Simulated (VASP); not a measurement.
# PtSe2 (P-3m1) in VASP: settings compared

The runs below take PtSe2 through single point, with PBEsol-based screened hybrid with 25 % exact exchange, PBE-based screened hybrid with 50 % exact exchange, PBE-based screened hybrid with 25 % exact exchange, PBE-based screened hybrid with 30 % exact exchange.

Program: VASP 6.6.1. These are calculated values, not measurements. Logs are shortened: lines on timing, memory, paths and dates and some standing lists are left out, and cuts for length are marked.

**1. The cell of the first run**

The structure is trigonal, space group P-3m1 (No. 164). Conventional cell: a = 3.724 Å, b = 3.724 Å, c = 5.062 Å, α = 90.00°, β = 90.00°, γ = 120.00°. Within 3.3 Å of Pt (site symmetry -3m) lie 6 Se at 2.49 Å. Se (site symmetry 3m) has 3 Pt at 2.49 Å and 6 Se at 3.32 Å within 3.4 Å.

**2. Single point, PBEsol-based screened hybrid with 25 % exact exchange**

POSCAR reads:

```
PtSe2
1.0
    3.7240000000      0.0000000000      0.0000000000
   -1.8620000000      3.2250786037      0.0000000000
    0.0000000000      0.0000000000      5.0620000000
Pt Se
1 2
Direct
    0.0000000000      0.0000000000      0.0000000000
    0.6666666667      0.3333333333      0.7500000000
    0.3333333333      0.6666666667      0.2500000000
```

INCAR.step1 reads:

```
  ALGO = Normal
  EDIFF = 1E-5
  ENCUT = 520
  GGA = PE
  ISIF = 2
  ISMEAR = -1
  LASPH = True
  LCHARG = False
  LREAL = False
  LWAVE = True
  NBANDS = 18
  NELM = 60
  PREC = Accurate
  SIGMA = 0.05
```

INCAR.step2 reads:

```
  AEXX = 0.25
  ALGO = Normal
  EDIFF = 1E-6
  ENCUT = 520
  GGA = PS
  HFSCREEN = 0.207
  ISIF = 2
  ISMEAR = -1
  ISTART = 1
  LASPH = True
  LCHARG = False
  LHFCALC = True
  LREAL = False
  LWAVE = False
  NBANDS = 18
  NELM = 60
  PREC = Accurate
  PRECFOCK = Normal
  SIGMA = 0.05
```

KPOINTS reads:

```
k-points
0
Gamma
  4 4 3
```

Potentials or basis: VASP PAW PBE potentials, release 64 (Pt, Se).

Run with:

```console
cat potpaw_PBE.64/Pt/POTCAR potpaw_PBE.64/Se/POTCAR > POTCAR
cp INCAR.step1 INCAR
mpirun -np 1 vasp_std > vasp.out
cp INCAR.step2 INCAR
mpirun -np 1 vasp_std > vasp.out
```

OUTCAR:

```text
AEXX = 0.25
   EDIFF = 1E-6
   ENCUT = 520
   GGA = PS
   HFSCREEN = 0.207
   ISIF = 2
   ISMEAR = -1
   ISTART = 1
   LASPH = True
   LHFCALC = True
   LREAL = False
   NELM = 60
   PREC = Accurate
   PRECFOCK = Normal

 ion  position               nearest neighbor table
   1  0.000  0.000  0.000-   2 2.49   3 2.49   2 2.49   3 2.49   2 2.49   3 2.49
   2  0.667  0.333  0.750-   1 2.49   1 2.49   1 2.49
   3  0.333  0.667  0.250-   1 2.49   1 2.49   1 2.49

  LATTYP: Found a hexagonal cell.
 ALAT       =     3.7240000000
 C/A-ratio  =     1.3592910849

  Lattice vectors:

 A1 = (   3.7240000000,   0.0000000000,   0.0000000000)
 A2 = (  -1.8620000000,   3.2250786037,   0.0000000000)
 A3 = (   0.0000000000,   0.0000000000,   5.0620000000)

Analysis of symmetry for initial positions (statically):
=====================================================================
 Subroutine PRICEL returns:
 Original cell was already a primitive cell.

 Routine SETGRP: Setting up the symmetry group for a
 hexagonal supercell.

 Subroutine GETGRP returns: Found 12 space group operations
 (whereof 12 operations were pure point group operations)
 out of a pool of 24 trial point group operations.

The static configuration has the point symmetry D_3d.

Analysis of symmetry for dynamics (positions and initial velocities):
=====================================================================
 Subroutine PRICEL returns:
 Original cell was already a primitive cell.

 Routine SETGRP: Setting up the symmetry group for a
 hexagonal supercell.

 Subroutine GETGRP returns: Found 12 space group operations
 (whereof 12 operations were pure point group operations)
 out of a pool of 24 trial point group operations.

The dynamic configuration has the point symmetry D_3d.

 Subroutine INISYM returns: Found 12 space group operations
 (whereof 12 operations are pure point group operations),
 and found     1 'primitive' translations

----------------------------------------------------------------------------------------

                                     Primitive cell

  volume of cell :      60.7956

  direct lattice vectors                    reciprocal lattice vectors
     3.724000000  0.000000000  0.000000000     0.268528464  0.155034981  0.000000000
    -1.862000000  3.225078604  0.000000000     0.000000000  0.310069962  0.000000000
     0.000000000  0.000000000  5.062000000     0.000000000  0.000000000  0.197550375

  length of vectors
     3.724000000  3.724000000  5.062000000     0.310069962  0.310069962  0.197550375

  position of ions in fractional coordinates (direct lattice)
     0.000000000  0.000000000  0.000000000
     0.666666667  0.333333333  0.750000000
     0.333333333  0.666666667  0.250000000

  ion indices of the primitive-cell ions
   primitive index   ion index
                 1           1
                 2           2
                 3           3

----------------------------------------------------------------------------------------

 KPOINTS: k-points

Automatic generation of k-mesh.
 Grid dimensions read from file:
 generate k-points for:    4    4    3

 Generating k-lattice:

  Cartesian coordinates                     Fractional coordinates (reciprocal lattice)
     0.067132116  0.038758745  0.000000000     0.250000000  0.000000000  0.000000000
     0.000000000  0.077517490  0.000000000     0.000000000  0.250000000  0.000000000
     0.000000000  0.000000000  0.065850125     0.000000000  0.000000000  0.333333333

  Length of vectors
     0.077517490  0.077517490  0.065850125

  Shift w.r.t. Gamma in fractional coordinates (k-lattice)
     0.000000000  0.000000000  0.000000000

 Subroutine IBZKPT returns following result:
 ===========================================

 Found      9 irreducible k-points:

 Following reciprocal coordinates:
            Coordinates               Weight
  0.000000  0.000000  0.000000      1.000000
  0.250000 -0.000000  0.000000      6.000000
  0.500000 -0.000000  0.000000      3.000000
  0.250000  0.250000  0.000000      6.000000
  0.000000  0.000000  0.333333      2.000000
  0.250000 -0.000000  0.333333      6.000000
  0.000000  0.250000  0.333333      6.000000
  0.500000 -0.000000  0.333333      6.000000
  0.250000  0.250000  0.333333     12.000000
   k-points           NKPTS =      9   k-points in BZ     NKDIM =     48   number of bands    NBANDS=     18
   number of dos      NEDOS =    301   number of ions     NIONS =      3
   total plane-waves  NPLWV =  31360
   dimension x,y,z NGX =    28 NGY =   28 NGZ =   40
   dimension x,y,z NGXF=    56 NGYF=   56 NGZF=   80
   ions per type =               1   2
   NGX,Y,Z   is equivalent  to a cutoff of  12.50, 12.50, 13.14 a.u.
   NGXF,Y,Z  is equivalent  to a cutoff of  25.00, 25.00, 26.27 a.u.
 SYSTEM =  unknown system
   PREC   = accura    normal or accurate (medium, high low for compatibility)
   ISTART =      1    job   : 0-new  1-cont  2-samecut
   ICHARG =      0    charge: 1-file 2-atom 10-const
   ISPIN  =      1    spin polarized calculation?
   LNONCOLLINEAR =      F non collinear calculations
   LSORBIT =      F    spin-orbit coupling
   LASPH  =      T    aspherical Exc in radial PAW
   ENCUT  =  520.0 eV  38.22 Ry    6.18 a.u.   6.92  6.92  9.41*2*pi/ulx,y,z
   NELM   =     60;   NELMIN=  2; NELMDL=  0     # of ELM steps
   EDIFF  = 0.1E-05   stopping-criterion for ELM
   LREAL  =      F    real-space projection
   EDIFFG = 0.1E-04   stopping-criterion for IOM
   NSW    =      0    number of steps for IOM
   IBRION =     -1    ionic relax: 0-MD 1-quasi-New 2-CG
   NFREE  =      0    steps in history (QN), initial steepest desc. (CG)
   ISIF   =      2    stress and relaxation
   ISYM   =      3    0-nonsym 1-usesym 2-fastsym
   POTIM  = 0.5000    time-step for ionic-motion
   TEBEG  =    0.0;   TEEND  =   0.0 temperature during run
   PSTRESS=    0.0 pullay stress
   NELECT =      22.0000    total number of electrons
   NUPDOWN=      -1.0000    fix difference up-down
   EMIN   =  10.00;   EMAX   =-10.00  energy-range for DOS
   EFERMI =   0.00;   METHOD = LEGACY
   ISMEAR =    -1;   SIGMA  =   0.05  broadening in eV -4-tet -1-fermi 0-gaus
   EFERMI_NEDOS =   21; number of points for ismear=-14 and -15
   IALGO  =     38    algorithm
   IMIX   =      1    mixing-type and parameters
     AMIX     =   0.40;   BMIX     =  1.00
     AMIX_MAG =   1.60;   BMIX_MAG =  1.00
  volume/ion in A,a.u.               =      20.27       136.76
  Fermi-wavevector in a.u.,A,eV,Ry     =   1.166608  2.204570 18.517184  1.360975
  Thomas-Fermi vector in A             =   2.303119
   LORBIT       =      0    0 simple, 1 ext, 2 COOP (PROOUT), +10 PAW based schemes
   GGA     = PS    functional components
   LHFCALC =     T    Hartree Fock is set to
   PRECFOCK=normal    Normal, Fast or Accurate (Low or Medium for compatibility)
   ENCUT4O =  -1.0   cutoff for four orbital integrals eV
   NKREDX  =     1    reduce k-point grid by
   NKREDY  =     1    reduce k-point grid by
   NKREDZ  =     1    reduce k-point grid by
   AEXX    =    0.2500 exact exchange contribution
   HFSCREEN=    0.2070 screening length (either q_TF or 0.3 A-1)
   HFSCREENC=   0.2070 screening length for correlation (either q_TF or 0.3 A-1)
   ENCUTFOCK=  -1.0 apply spherical cutoff to Coloumb kernel
   IVDW    =     0    specifies the selected vdW correction
   LEPSILON=     F    determine dielectric tensor
   LRPA    =     F    only Hartree local field effects (RPA)
 non-spin polarized calculation
  energy-cutoff  :      520.00
  volume of cell :       60.80
 maximum number of plane-waves:      1654
 NGX is ok and might be reduce to    28
  NGX = 24; NGY = 24; NGZ = 30

 number of electron      21.9999999 magnetization

 Free energy of the ion-electron system (eV)
  ---------------------------------------------------
  ext. energy  EPLUGINS =         0.00000000
  ---------------------------------------------------
  free energy    TOTEN  =       -18.39202454 eV

  energy without entropy =      -18.38583929  energy(sigma->0) =      -18.38893192

 E-fermi :   6.4088     XC(G=0):  -8.8972

 val. band max:        5.5117639909   @ k =   0.0000   0.2500   0.3333
 cond. band min:       6.4933440872   @ k =   0.0000   0.2500   0.3333
 fundamental gap:      0.9815800964
 Fermi energy:         6.4087508032

 k-point     1 :       0.0000    0.0000    0.0000
  band No.  band energies     occupation
      1     -11.2382      2.00000
      2      -8.0754      2.00000
      3      -2.0735      2.00000
      4      -1.2066      2.00000
      5      -1.2066      2.00000
      6       1.1570      2.00000
[... 10 lines left out ...]
     17      14.1711      0.00000
     18      18.7979      0.00000

 k-point     2 :       0.2500   -0.0000    0.0000
  band No.  band energies     occupation
      1     -10.5101      2.00000
      2      -8.3963      2.00000
      3      -1.2944      2.00000
      4      -0.7532      2.00000
      5      -0.7235      2.00000
      6       0.1951      2.00000
[... 10 lines left out ...]
     17      15.0643      0.00000
     18      15.3016      0.00000

 k-point     3 :       0.5000   -0.0000    0.0000
  band No.  band energies     occupation
      1      -9.1820      2.00000
      2      -9.0944      2.00000
      3      -2.1435      2.00000
      4      -0.4512      2.00000
      5      -0.1222      2.00000
      6       1.3590      2.00000
[... 10 lines left out ...]
     17      14.2094      0.00000
     18      18.4134      0.00000

 k-point     4 :       0.2500    0.2500    0.0000
  band No.  band energies     occupation
      1      -9.4701      2.00000
      2      -8.7710      2.00000
      3      -1.3836      2.00000
      4      -0.7146      2.00000
      5      -0.5816      2.00000
      6       0.1517      2.00000
[... 10 lines left out ...]
     17      16.1719      0.00000
     18      16.2054      0.00000

 k-point     5 :       0.0000    0.0000    0.3333
  band No.  band energies     occupation
      1     -10.8204      2.00000
      2      -8.9691      2.00000
      3      -1.1612      2.00000
      4      -1.1612      2.00000
      5      -0.7921      2.00000
      6       1.1272      2.00000
[... 10 lines left out ...]
     17      13.7641      0.00000
     18      16.5725      0.00000

 k-point     6 :       0.2500   -0.0000    0.3333
  band No.  band energies     occupation
      1     -10.1071      2.00000
      2      -8.9998      2.00000
      3      -1.4614      2.00000
      4      -0.7102      2.00000
      5      -0.4383      2.00000
      6       0.4980      2.00000
[... 10 lines left out ...]
     17      15.3848      0.00000
     18      15.8084      0.00000

 k-point     7 :       0.0000    0.2500    0.3333
  band No.  band energies     occupation
      1     -10.1728      2.00000
      2      -8.8827      2.00000
      3      -1.6956      2.00000
      4      -0.8262      2.00000
      5      -0.4454      2.00000
      6       0.2750      2.00000
[... 10 lines left out ...]
     17      16.5656      0.00000
     18      16.6951      0.00000

 k-point     8 :       0.5000   -0.0000    0.3333
  band No.  band energies     occupation
      1      -9.3033      2.00000
      2      -8.8685      2.00000
      3      -2.4332      2.00000
      4      -0.6331      2.00000
      5      -0.4180      2.00000
      6       0.6204      2.00000
[... 10 lines left out ...]
     17      16.3258      0.00000
     18      16.7094      0.00000

 k-point     9 :       0.2500    0.2500    0.3333
  band No.  band energies     occupation
      1      -9.2789      2.00000
      2      -8.9246      2.00000
      3      -1.5562      2.00000
      4      -1.2950      2.00000
      5      -0.2027      2.00000
      6       0.3918      2.00000
[... 10 lines left out ...]
     17      15.8423      0.00000
     18      15.9774      0.00000

------------------------ aborting loop because EDIFF is reached ----------------------------------------

  FORCE on cell =-STRESS in cart. coord.  units (eV):
  Direction    XX          YY          ZZ          XY          YZ          ZX
  --------------------------------------------------------------------------------------
  -------------------------------------------------------------------------------------
  Total       -0.2394687     -0.2394687     -0.5019371      0.0000000      0.0000000      0.0000000
  in kB       -6.3108403     -6.3108403    -13.2278053      0.0000000      0.0000000      0.0000000
  external PRESSURE =      -8.6164953 kB  Pullay stress =       0.0000000 kB

 VOLUME and BASIS-vectors are now :
 -----------------------------------------------------------------------------
  energy-cutoff  :      520.00
  volume of cell :       60.80
      direct lattice vectors                 reciprocal lattice vectors
     3.724000000  0.000000000  0.000000000     0.268528464  0.155034981  0.000000000
    -1.862000000  3.225078604  0.000000000     0.000000000  0.310069962  0.000000000
     0.000000000  0.000000000  5.062000000     0.000000000  0.000000000  0.197550375

 POSITION                                       TOTAL-FORCE (eV/Angst)
 -----------------------------------------------------------------------------------
      0.00000      0.00000      0.00000         0.000000      0.000000     -0.000000
      1.86200      1.07503      3.79650         0.000000     -0.000000      0.080124
     -0.00000      2.15005      1.26550        -0.000000      0.000000     -0.080124
 -----------------------------------------------------------------------------------
    total drift:                               -0.000000     -0.000000      0.000019

  FREE ENERGIE OF THE ION-ELECTRON SYSTEM (eV)
  ---------------------------------------------------
  free  energy   TOTEN  =       -18.3920245425 eV

  energy  without entropy=      -18.3858392932  energy(sigma->0) =      -18.38893192
```

Wall time 24 min (1 thread of Intel Xeon 8259CL, shared host); peak memory 0.3 GiB.

What came out:

* Free energy: -18.3920 eV
* Pressure: -0.9 GPa
* Largest force: 0.080 eV/Å
* Band gap on the k mesh: zero (bands 11 and 12 overlap by 0.18 eV)

Forces on the atoms (eV/Å):
```
Pt   0.000  0.000  0.000
Se   0.000  0.000  0.080
Se   0.000  0.000 -0.080
```

Levels at points of the mesh, in eV from the Fermi level:
```tsv
k point	band 8	band 9	band 10	band 11	band 12	band 13	band 14	band 15
(0.00, 0.00, 0.00)	-3.61	-1.53	-1.53	0.26	1.55	1.55	3.79	4.67
(0.50, 0.00, 0.00)	-4.64	-4.46	-4.29	-3.80	0.77	2.63	5.17	6.20
```

Caveat: the k points lie up to 0.49 Å⁻¹ apart; the PAW data sets were made with another functional, which shifts forces and pressure a little; spin-orbit coupling is left out, which moves the levels of the heavy elements.

[end of part 1 of 2]

The gap in the log of VASP goes by the Fermi energy; the results here count the filled bands.